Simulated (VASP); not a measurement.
Write the native input for VASP 6.6.1 that does the following.

```yaml
Task: relaxation of shape and atoms at fixed volume
Functional: PBE
Potentials_or_basis: VASP PAW PBE potentials, release 64 (Mg)
Cutoff: 600 eV
k_mesh: 15 × 15 × 8
Occupations: fermi-dirac, width 0.1 eV
Spin: no spin polarisation
Dipole_correction: no
Further_INCAR_settings: ALGO = Normal; EDIFF = 1e-07; IBRION = 2; EDIFFG = -0.005; NSW = 50; ISIF = 4
```

The structure of Mg lies in POSCAR:

```
Mg
1.0
    2.9288170856      0.0000000000      0.0000000000
   -1.4644085428      2.5364299991      0.0000000000
    0.0000000000      0.0000000000      4.6956360600
Mg
2
Direct
    0.3333333333      0.6666666667      0.2500000000
    0.6666666667      0.3333333333      0.7500000000
```

These files were run (other wordings do the same):

INCAR

```
SYSTEM = Mg
  PREC = Accurate
  ENCUT = 600
  EDIFF = 1E-7
  ISMEAR = -1
  SIGMA = 0.1
  LREAL = .False.
  LASPH = .True.
  NELM = 80
  ALGO = Normal
  ISIF = 4
  LWAVE = .False.
  LCHARG = .False.
  GGA = PE
  IBRION = 2
  NSW = 50
  EDIFFG = -0.005
```

KPOINTS

```
regular mesh
0
Gamma
  15 15 8
  0 0 0
```

Potentials or basis: VASP PAW PBE potentials, release 64 (Mg).

Launch:

```sh
$ cat potpaw_PBE.64/Mg/POTCAR > POTCAR
$ mpirun -np 1 vasp_std > vasp.out
```

It gave:

The energy gained by relaxing is 0.0 meV/atom, the ionic steps are 3 and the pressure after relaxing is 17.0 GPa. The band gap on the k mesh is zero (bands 2 and 3 overlap by 2.07 eV).

It took 22 s on 1 thread of Intel(R) Xeon(R) 6975P-C (Granite Rapids), on a shared host, peak memory 0.18 GiB.
